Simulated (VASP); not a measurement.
# TaH (P6/mmm) in VASP: single point with PBE

Aim: the single point of TaH with PBE.

All numbers are computed with VASP 6.6.1; they aren't measurements. Logs are shortened: lines on timing, memory, paths and dates and some standing lists are left out, and cuts for length are marked.

### 1 The cell of the first run

The structure is hexagonal, space group P6/mmm (No. 191). Conventional cell: a = 2.849 Å, b = 2.849 Å, c = 3.716 Å, α = 90.00°, β = 90.00°, γ = 120.00°. Within 2.5 Å of Ta (site symmetry 6/mmm) lie 2 H at 1.86 Å. Within 2.5 Å of H (site symmetry 6/mmm) lie 2 Ta at 1.86 Å.

### 2 Single point, PBE

INCAR

```
SYSTEM = TaH
PREC = Accurate ; ENCUT = 500
EDIFF = 1E-6 ; ISMEAR = 0
SIGMA = 0.2 ; LREAL = .FALSE.
LASPH = .TRUE. ; NELM = 120
ALGO = Normal ; ISIF = 2
LWAVE = .FALSE. ; LCHARG = .FALSE.
GGA = PE ; NBANDS = 13
GGA_COMPAT = .FALSE.
```

KPOINTS

```
Automatic mesh
0
G
  9 9 4
  0 0 0
```

POSCAR

```
TaH
1.0
    2.8487779664     -0.0000000032      0.0000000000
   -1.4243889804      2.4671140902      0.0000000000
    0.0000000000      0.0000000000      3.7158764365
Ta H
1 1
Direct
    0.0000000000      0.0000000000      0.0000000000
    0.0000000000      0.0000000000      0.5000000000
```

Potentials or basis: VASP PAW PBE potentials, release 64 (Ta_pv, H).

Started as:

```sh
> cat potpaw_PBE.64/Ta_pv/POTCAR potpaw_PBE.64/H/POTCAR > POTCAR
> mpirun -np 1 vasp_std > vasp.out
```

OUTCAR:

```text
SYSTEM = TaH
   PREC = Accurate
   ENCUT = 500
   EDIFF = 1E-6
   ISMEAR = 0
   LREAL = .FALSE.
   LASPH = .TRUE.
   NELM = 120
   ISIF = 2
   GGA = PE

 ion  position               nearest neighbor table
   1  0.000  0.000  0.000-   2 1.86   2 1.86
   2  0.000  0.000  0.500-   1 1.86   1 1.86

  LATTYP: Found a hexagonal cell.
 ALAT       =     2.8487779664
 C/A-ratio  =     1.3043755885

  Lattice vectors:

 A1 = (   2.8487779664,  -0.0000000032,   0.0000000000)
 A2 = (  -1.4243889804,   2.4671140902,   0.0000000000)
 A3 = (   0.0000000000,   0.0000000000,   3.7158764365)

Analysis of symmetry for initial positions (statically):
=====================================================================
 Subroutine PRICEL returns:
 Original cell was already a primitive cell.

 Routine SETGRP: Setting up the symmetry group for a
 hexagonal supercell.

 Subroutine GETGRP returns: Found 24 space group operations
 (whereof 24 operations were pure point group operations)
 out of a pool of 24 trial point group operations.

The static configuration has the point symmetry D_6h.

Analysis of symmetry for dynamics (positions and initial velocities):
=====================================================================
 Subroutine PRICEL returns:
 Original cell was already a primitive cell.

 Routine SETGRP: Setting up the symmetry group for a
 hexagonal supercell.

 Subroutine GETGRP returns: Found 24 space group operations
 (whereof 24 operations were pure point group operations)
 out of a pool of 24 trial point group operations.

The dynamic configuration has the point symmetry D_6h.

 Subroutine INISYM returns: Found 24 space group operations
 (whereof 24 operations are pure point group operations),
 and found     1 'primitive' translations

----------------------------------------------------------------------------------------

                                     Primitive cell

  volume of cell :      26.1161

  direct lattice vectors                    reciprocal lattice vectors
     2.848777966 -0.000000003  0.000000000     0.351027708  0.202665941  0.000000000
    -1.424388980  2.467114090  0.000000000     0.000000000  0.405331883  0.000000000
     0.000000000  0.000000000  3.715876436     0.000000000  0.000000000  0.269115515

  length of vectors
     2.848777966  2.848777966  3.715876436     0.405331883  0.405331883  0.269115515

  position of ions in fractional coordinates (direct lattice)
     0.000000000  0.000000000  0.000000000
     0.000000000  0.000000000  0.500000000

  ion indices of the primitive-cell ions
   primitive index   ion index
                 1           1
                 2           2

----------------------------------------------------------------------------------------

 KPOINTS: Automatic mesh

Automatic generation of k-mesh.
 Grid dimensions read from file:
 generate k-points for:    9    9    4

 Generating k-lattice:

  Cartesian coordinates                     Fractional coordinates (reciprocal lattice)
     0.039003079  0.022518438  0.000000000     0.111111111  0.000000000  0.000000000
     0.000000000  0.045036876  0.000000000     0.000000000  0.111111111  0.000000000
     0.000000000  0.000000000  0.067278879     0.000000000  0.000000000  0.250000000

  Length of vectors
     0.045036876  0.045036876  0.067278879

  Shift w.r.t. Gamma in fractional coordinates (k-lattice)
     0.000000000  0.000000000  0.000000000

 Subroutine IBZKPT returns following result:
 ===========================================

 Found     36 irreducible k-points:

 Following reciprocal coordinates:
            Coordinates               Weight
  0.000000  0.000000  0.000000      1.000000
  0.111111 -0.000000  0.000000      6.000000
  0.222222 -0.000000  0.000000      6.000000
  0.333333 -0.000000  0.000000      6.000000
  0.444444 -0.000000  0.000000      6.000000
  0.111111  0.111111  0.000000      6.000000
[... 16 lines left out ...]
  0.333333  0.222222  0.250000     24.000000
  0.333333  0.333333  0.250000      4.000000
 [... further k-points ...]
   k-points           NKPTS =     36   k-points in BZ     NKDIM =     36   number of bands    NBANDS=     13
   number of dos      NEDOS =    301   number of ions     NIONS =      2
   total plane-waves  NPLWV =  16128
   dimension x,y,z NGX =    24 NGY =   24 NGZ =   28
   dimension x,y,z NGXF=    48 NGYF=   48 NGZF=   56
   ions per type =               1   1
   NGX,Y,Z   is equivalent  to a cutoff of  14.01, 14.01, 12.53 a.u.
   NGXF,Y,Z  is equivalent  to a cutoff of  28.01, 28.01, 25.05 a.u.
 SYSTEM =  TaH
   PREC   = accura    normal or accurate (medium, high low for compatibility)
   ISTART =      0    job   : 0-new  1-cont  2-samecut
   ICHARG =      2    charge: 1-file 2-atom 10-const
   ISPIN  =      1    spin polarized calculation?
   LNONCOLLINEAR =      F non collinear calculations
   LSORBIT =      F    spin-orbit coupling
   LASPH  =      T    aspherical Exc in radial PAW
   ENCUT  =  500.0 eV  36.75 Ry    6.06 a.u.   5.19  5.19  6.77*2*pi/ulx,y,z
   NELM   =    120;   NELMIN=  2; NELMDL= -5     # of ELM steps
   EDIFF  = 0.1E-05   stopping-criterion for ELM
   LREAL  =      F    real-space projection
   EDIFFG = 0.1E-04   stopping-criterion for IOM
   NSW    =      0    number of steps for IOM
   IBRION =     -1    ionic relax: 0-MD 1-quasi-New 2-CG
   NFREE  =      0    steps in history (QN), initial steepest desc. (CG)
   ISIF   =      2    stress and relaxation
   ISYM   =      2    0-nonsym 1-usesym 2-fastsym
   POTIM  = 0.5000    time-step for ionic-motion
   TEBEG  =    0.0;   TEEND  =   0.0 temperature during run
   PSTRESS=    0.0 pullay stress
   NELECT =      12.0000    total number of electrons
   NUPDOWN=      -1.0000    fix difference up-down
   EMIN   =  10.00;   EMAX   =-10.00  energy-range for DOS
   EFERMI =   0.00;   METHOD = LEGACY
   ISMEAR =     0;   SIGMA  =   0.20  broadening in eV -4-tet -1-fermi 0-gaus
   EFERMI_NEDOS =   21; number of points for ismear=-14 and -15
   IALGO  =     38    algorithm
   IMIX   =      4    mixing-type and parameters
     AMIX     =   0.40;   BMIX     =  1.00
     AMIX_MAG =   1.60;   BMIX_MAG =  1.00
  volume/ion in A,a.u.               =      13.06        88.12
  Fermi-wavevector in a.u.,A,eV,Ry     =   1.263278  2.387249 21.713142  1.595871
  Thomas-Fermi vector in A             =   2.396643
   LORBIT       =      0    0 simple, 1 ext, 2 COOP (PROOUT), +10 PAW based schemes
   GGA     = PE    functional components
   LHFCALC =     F    Hartree Fock is set to
   AEXX    =    0.0000 exact exchange contribution
   IVDW    =     0    specifies the selected vdW correction
   LEPSILON=     F    determine dielectric tensor
   LRPA    =     F    only Hartree local field effects (RPA)
 non-spin polarized calculation
 Gauss-broadening in eV      SIGMA  =   0.20
  energy-cutoff  :      500.00
  volume of cell :       26.12
 maximum number of plane-waves:       685
 NGX is ok and might be reduce to    24
   NGX = 11   NGY = 11   NGZ = 13

 number of electron      11.9999997 magnetization

 Free energy of the ion-electron system (eV)
  ---------------------------------------------------
  ext. energy  EPLUGINS =         0.00000000
  ---------------------------------------------------
  free energy    TOTEN  =       -13.78609945 eV

  energy without entropy =      -13.75451187  energy(sigma->0) =      -13.77030566

 E-fermi :   3.3693     XC(G=0): -11.0208

 val. band max:        3.3688596670   @ k =   0.3333  -0.0000   0.0000
 cond. band min:       3.3901162370   @ k =   0.3333   0.3333   0.5000
 fundamental gap:      0.0212565700
 Fermi energy:         3.3693097234

 k-point     1 :       0.0000    0.0000    0.0000
  band No.  band energies     occupation
      1     -30.9766      2.00000
      2     -30.2005      2.00000
      3     -30.2005      2.00000
      4      -4.9988      2.00000
      5      -1.1373      2.00000
      6       4.2936      0.00000
      7       4.2936      0.00000
      8       7.9725      0.00000
      9       7.9725      0.00000
     10       9.2121      0.00000
     11      16.8305      0.00000
     12      17.2823      0.00000
     13      17.4907      0.00000

 k-point     2 :       0.1111   -0.0000    0.0000
  band No.  band energies     occupation
      1     -30.9570      2.00000
      2     -30.3475      2.00000
      3     -30.2335      2.00000
      4      -4.6784      2.00000
      5      -0.7362      2.00000
      6       3.8071      0.00197
      7       4.7658      0.00000
      8       6.3502      0.00000
      9       7.8230      0.00000
     10      11.0302      0.00000
     11      16.6123      0.00000
     12      16.8878      0.00000
     13      17.4978      0.00000

 k-point     3 :       0.2222   -0.0000    0.0000
  band No.  band energies     occupation
      1     -30.9071      2.00000
      2     -30.7072      2.00000
      3     -30.3162      2.00000
      4      -3.8694      2.00000
      5       0.1826      2.00000
      6       3.1037      1.93968
      7       4.6158      0.00000
      8       6.1145      0.00000
      9       7.4654      0.00000
     10      13.2138      0.00000
     11      13.9249      0.00000
     12      16.8787      0.00000
     13      17.4916      0.00000

 k-point     4 :       0.3333   -0.0000    0.0000
  band No.  band energies     occupation
      1     -31.0961      2.00000
      2     -30.8499      2.00000
      3     -30.4087      2.00000
      4      -2.8988      2.00000
      5       0.4082      2.00000
      6       3.3689      1.00254
      7       3.6837      0.02622
      8       7.0904      0.00000
      9       8.0900      0.00000
     10      12.0705      0.00000
     11      14.7480      0.00000
     12      16.5214      0.00000
     13      17.4654      0.00000

 k-point     5 :       0.4444   -0.0000    0.0000
  band No.  band energies     occupation
      1     -31.3398      2.00000
      2     -30.8122      2.00000
      3     -30.4682      2.00000
      4      -2.1867      2.00000
      5       0.1225      2.00000
      6       2.7192      2.00000
      7       4.5801      0.00000
      8       6.8609      0.00000
      9       9.9662      0.00000
     10      12.2682      0.00000
     11      14.9913      0.00000
     12      15.3230      0.00000
     13      16.5928      0.00000
[... 257 lines left out ...]
 k-point    22 :       0.2222    0.2222    0.2500
  band No.  band energies     occupation
      1     -31.1102      2.00000
      2     -30.8685      2.00000
      3     -30.6104      2.00000
      4      -1.2900      2.00000
      5       2.1527      2.00000
      6       2.3200      2.00000
      7       2.8719      1.99956
      8       5.2655      0.00000
      9       9.8618      0.00000
     10      10.2679      0.00000
     11      13.7944      0.00000
     12      15.3542      0.00000
     13      17.4485      0.00000

 k-point    23 :       0.3333    0.2222    0.2500
  band No.  band energies     occupation
      1     -31.1954      2.00000
      2     -30.8384      2.00000
      3     -30.7653      2.00000
      4      -0.5468      2.00000
      5       1.8157      2.00000
      6       2.1413      2.00000
      7       4.1112      0.00000
      8       4.4396      0.00000
      9       9.9861      0.00000
     10      11.3819      0.00000
     11      13.7944      0.00000
     12      14.1934      0.00000
     13      16.8319      0.00000

 k-point    24 :       0.3333    0.3333    0.2500
  band No.  band energies     occupation
      1     -31.0247      2.00000
      2     -31.0247      2.00000
      3     -30.8280      2.00000
      4      -0.2532      2.00000
      5       2.5985      2.00000
      6       2.5985      2.00000
      7       3.5780      0.14005
      8       3.5780      0.14005
      9       9.6398      0.00000
     10      12.6412      0.00000
     11      12.6412      0.00000
     12      13.3190      0.00000
     13      17.4620      0.00000

 [... further k-points ...]
[... 5 lines left out ...]
  --------------------------------------------------------------------------------------
  -------------------------------------------------------------------------------------
  Total        0.1015707      0.1015707     -0.0065417      0.0000000     -0.0000000      0.0000000
  in kB        6.2311768      6.2311768     -0.4013201      0.0000000     -0.0000000      0.0000000
  external PRESSURE =       4.0203445 kB  Pullay stress =       0.0000000 kB

 VOLUME and BASIS-vectors are now :
 -----------------------------------------------------------------------------
  energy-cutoff  :      500.00
  volume of cell :       26.12
      direct lattice vectors                 reciprocal lattice vectors
     2.848777966 -0.000000003  0.000000000     0.351027708  0.202665941  0.000000000
    -1.424388980  2.467114090  0.000000000     0.000000000  0.405331883  0.000000000
     0.000000000  0.000000000  3.715876436     0.000000000  0.000000000  0.269115515

 POSITION                                       TOTAL-FORCE (eV/Angst)
 -----------------------------------------------------------------------------------
      0.00000      0.00000      0.00000         0.000000      0.000000      0.000000
      0.00000      0.00000      1.85794        -0.000000      0.000000      0.000000
 -----------------------------------------------------------------------------------
    total drift:                                0.000000     -0.000000     -0.000000

  FREE ENERGIE OF THE ION-ELECTRON SYSTEM (eV)
  ---------------------------------------------------
  free  energy   TOTEN  =       -13.7860994494 eV

  energy  without entropy=      -13.7545118688  energy(sigma->0) =      -13.77030566
```

Wall time 5.4 s (1 thread of Intel Xeon 6975P-C (Granite Rapids), shared host); peak memory 0.15 GiB.

Results:

```
Free energy            : -13.7861 eV
Pressure               : 0.4 GPa
Band gap on the k mesh : zero (band 6 reaches 4.37 eV, above the bottom of band 7 at 2.87 eV)
```

Levels at points of the mesh, in eV from the Fermi level:
```tsv
k point	band 3	band 4	band 5	band 6	band 7	band 8	band 9	band 10
(0.00, 0.00, 0.00)	-33.57	-8.37	-4.51	0.92	0.92	4.60	4.60	5.84
(0.00, 0.00, 0.50)	-33.57	-5.52	-5.00	1.01	1.01	1.62	4.06	4.06
```

Caveat: the k points lie up to 0.42 Å⁻¹ apart; spin-orbit coupling is left out, which moves the levels of the heavy elements.
